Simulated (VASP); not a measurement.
Set up this calculation in VASP 6.6.1, as the native input.

```
Task                   : single point
Functional             : PBE
Dispersion             : D3(BJ)
Potentials or basis    : VASP PAW PBE potentials, release 64 (Sn_d, Se)
Cutoff                 : 520 eV
k mesh                 : 18 × 18 × 10
Occupations            : gaussian, width 0.05 eV
Spin                   : no spin polarisation
Dipole correction      : no
Further INCAR settings : ALGO = Normal; EDIFF = 1e-06; NBANDS = 20
```

The structure of SnSe2 lies in POSCAR:

```
SnSe2
1.0
    3.7046131896      0.0000000000      0.0000000000
   -1.8523065948      3.2082891334      0.0000000000
    0.0000000000      0.0000000000      5.3169510514
Sn Se
1 2
Direct
    0.0000000000      0.0000000000      0.0000000000
    0.3333333333      0.6666666667      0.2987684349
    0.6666666667      0.3333333333      0.7012315651
```

The input as run:

INCAR

```
SYSTEM = SnSe2
  PREC = Accurate
  ENCUT = 520
  EDIFF = 1E-6
  ISMEAR = 0
  SIGMA = 0.05
  LREAL = .False.
  LASPH = .True.
  NELM = 60
  ALGO = Normal
  ISIF = 2
  LWAVE = .False.
  LCHARG = .False.
  GGA = PE
  IVDW = 12
  NBANDS = 20
```

KPOINTS

```
regular mesh
0
Gamma
  18 18 10
  0 0 0
```

Potentials or basis: VASP PAW PBE potentials, release 64 (Sn_d, Se).

Launch:

```console
$ cat potpaw_PBE.64/Sn_d/POTCAR potpaw_PBE.64/Se/POTCAR > POTCAR
$ mpirun -np 1 vasp_std > vasp.out
```

It gave:

* Pressure: 12.1 GPa
* Largest force: 0.024 eV/Å
* Band gap on the k mesh: zero (bands 13 and 14 overlap by 0.87 eV)
* Dispersion energy per atom: -0.446 eV

Caveat: the cell stands under pressure; spin-orbit coupling is left out, which moves the levels of the heavy elements.

It took 3.7 min on 1 thread of Intel(R) Xeon(R) Platinum 8488C (Sapphire Rapids) (shared host), peak memory 0.5 GiB.
